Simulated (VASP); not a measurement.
Wanted: the native input for a VASP 6.6.1 run.

| Property | Result |
| --- | --- |
| Task | single point |
| Functional | r2SCAN |
| Potentials or basis | VASP PAW PBE potentials, release 64 (B, As) |
| Cutoff | 550 eV |
| k mesh | 6 × 6 × 6 |
| Occupations | gaussian, width 0.01 eV |
| Spin | no spin polarisation |
| Dipole correction | no |
| Further INCAR settings | ALGO = Normal; EDIFF = 1e-06; NBANDS = 11 |

The system is BAs.

```xyz
2
Lattice="0.0000 2.3885 2.3885 2.3885 0.0000 2.3885 2.3885 2.3885 0.0000" Properties=species:S:1:pos:R:3 pbc="T T T"
B     0.0000    0.0000    0.0000
As    1.1943    1.1943    1.1943
```

The input as run:

POSCAR

```
BAs
1.0
    0.0000000000      2.3885000000      2.3885000000
    2.3885000000      0.0000000000      2.3885000000
    2.3885000000      2.3885000000      0.0000000000
B As
1 1
Direct
    0.0000000000      0.0000000000      0.0000000000
    0.2500000000      0.2500000000      0.2500000000
```

INCAR.step1

```
PREC = Accurate
ENCUT = 550
ISMEAR = 0
SIGMA = 0.01
LREAL = F
LASPH = T
NELM = 120
NBANDS = 11
GGA = PE
ALGO = Normal
EDIFF = 1E-5
LWAVE = T
LCHARG = F
GGA_COMPAT = F
```

INCAR.step2

```
PREC = Accurate
ENCUT = 550
EDIFF = 1E-6
ISMEAR = 0
SIGMA = 0.01
LREAL = F
LASPH = T
NELM = 120
ALGO = Normal
ISIF = 2
LWAVE = F
LCHARG = F
METAGGA = R2SCAN
LMIXTAU = T
NBANDS = 11
ISTART = 1
GGA_COMPAT = F
```

KPOINTS

```
Automatic mesh
0
Gamma
  6 6 6
```

Potentials or basis: VASP PAW PBE potentials, release 64 (B, As).

Command:

```console
$ cat potpaw_PBE.64/B/POTCAR potpaw_PBE.64/As/POTCAR > POTCAR
$ cp INCAR.step1 INCAR
$ mpirun -np 1 vasp_std > vasp.out
$ cp INCAR.step2 INCAR
$ mpirun -np 1 vasp_std > vasp.out
```

Results of the run:

* Pressure: 0.9 GPa
* Band gap on the k mesh: 1.46 eV, indirect (least direct gap 3.44 eV)

Caveat: the PAW data sets were made with another functional, which shifts forces and pressure a little.

Run time: 36 s on 1 thread of Intel Xeon 8259CL, with other jobs on the host, peak memory 0.16 GiB.
